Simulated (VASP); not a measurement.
A run of VASP 6.6.1:

The input INCAR:

```
ALGO = Normal
DIPOL = 0.5 0.5 0.291
EDIFF = 1E-6
ENCUT = 520
GGA = PE
IDIPOL = 3
ISIF = 2
ISMEAR = -1
LASPH = True
LCHARG = True
LDIPOL = True
LELF = True
LREAL = False
LVACPOTAV = True
LVHAR = True
LWAVE = False
NBANDS = 26
NELM = 60
PREC = Accurate
SIGMA = 0.15
```

KPOINTS

```
k-points
0
Gamma
  12 12 1
```

The input POSCAR:

```
YCl
1.0
    3.7712730616      0.0000000000      0.0000000000
   -1.8856365308      3.2660182760      0.0000000000
    0.0000000000      0.0000000000     36.0981710000
Y Cl
2 2
Direct
    0.6666666667      0.3333333333      0.2516731088
    0.3333333333      0.6666666667      0.3300738912
    0.0000000000      0.0000000000      0.2039435539
    0.0000000000      0.0000000000      0.3778034461
```

Potentials or basis: VASP PAW PBE potentials, release 64 (Y_sv, Cl).

The run is started by

```bash
$ cat potpaw_PBE.64/Y_sv/POTCAR potpaw_PBE.64/Cl/POTCAR > POTCAR
$ mpirun -np 1 vasp_std > vasp.out
```

Hardware: 1 thread of Intel(R) Xeon(R) Platinum 8559C (Emerald Rapids), with other jobs on the host.

Question: Estimate the wall time of this run.

Answer: Run time: 5.9 min on 1 thread of Intel(R) Xeon(R) Platinum 8559C (Emerald Rapids), on a shared host, peak memory 0.6 GiB. Counts: scf iterations 23, k points 19.
